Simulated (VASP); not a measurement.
A run of VASP 6.6.1 is set up as follows.

File INCAR:

```
SYSTEM = WF2
PREC = Accurate
ENCUT = 520
EDIFF = 1E-6
ISMEAR = 0
SIGMA = 0.05
LREAL = .FALSE.
LASPH = .TRUE.
NELM = 150
ALGO = Normal
ISIF = 2
LWAVE = .FALSE.
LCHARG = .TRUE.
ISPIN = 2
MAGMOM = 2.5 0 0
LORBIT = 11
LMAXMIX = 4
LDAU = .TRUE.
LDAUTYPE = 2
LDAUL = 2 -1
LDAUU = 4 0
LDAUJ = 0 0
LDAUPRINT = 1
GGA = PS
LELF = .TRUE.
LVHAR = .TRUE.
NBANDS = 25
LUSENCCL = .FALSE.
```

The input KPOINTS:

```
Automatic mesh
0
G
  18 18 8
  0 0 0
```

Contents of POSCAR:

```
WF2
1.0
    2.7532265928      0.0000000000      0.0000000000
   -1.3766132964      2.3843641717      0.0000000000
    0.0000000000      0.0000000000      6.1617623769
W F
1 2
Direct
    0.0000000000      0.0000000000      0.0000000000
    0.3333333333      0.6666666667      0.2447159061
    0.6666666667      0.3333333333      0.7552840939
```

Potentials or basis: VASP PAW PBE potentials, release 64 (W_sv, F).

Run with:

```sh
$ cat potpaw_PBE.64/W_sv/POTCAR potpaw_PBE.64/F/POTCAR > POTCAR
$ mpirun -np 1 vasp_std > vasp.out
```

(1) What does it give for the band gap on the k mesh?

(2) What does it give for the net moment?

Answers

(1) zero (filled and empty bands overlap).

(2) 0.00 μB per cell.

Caveat: spin-orbit coupling is left out, which moves the levels of the heavy elements.
